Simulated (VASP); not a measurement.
Here is a VASP 6.6.1 calculation.

INCAR

```
PREC = Accurate ; ENCUT = 520
EDIFF = 1E-7 ; ISMEAR = -1
SIGMA = 0.15 ; LREAL = F
LASPH = T ; NELM = 100
ALGO = Fast ; ISIF = 2
LWAVE = F ; LCHARG = F
GGA = PE ; NBANDS = 32
```

The input KPOINTS:

```
Automatic mesh
0
Gamma
  10 10 10
```

File POSCAR:

```
TaCd3
1.0
    4.2989356656      0.0000000000      0.0000000000
    0.0000000000      4.2989356656      0.0000000000
    0.0000000000      0.0000000000      4.2989356656
Ta Cd
1 3
Direct
    0.0000000000      0.0000000000      0.0000000000
    0.0000000000      0.5000000000      0.5000000000
    0.5000000000      0.0000000000      0.5000000000
    0.5000000000      0.5000000000      0.0000000000
```

Potentials or basis: VASP PAW PBE potentials, release 64 (Ta_pv, Cd).

The run is started by

```console
$ cat potpaw_PBE.64/Ta_pv/POTCAR potpaw_PBE.64/Cd/POTCAR > POTCAR
$ mpirun -np 1 vasp_std > vasp.out
```

Predict the pressure.

0.5 GPa.
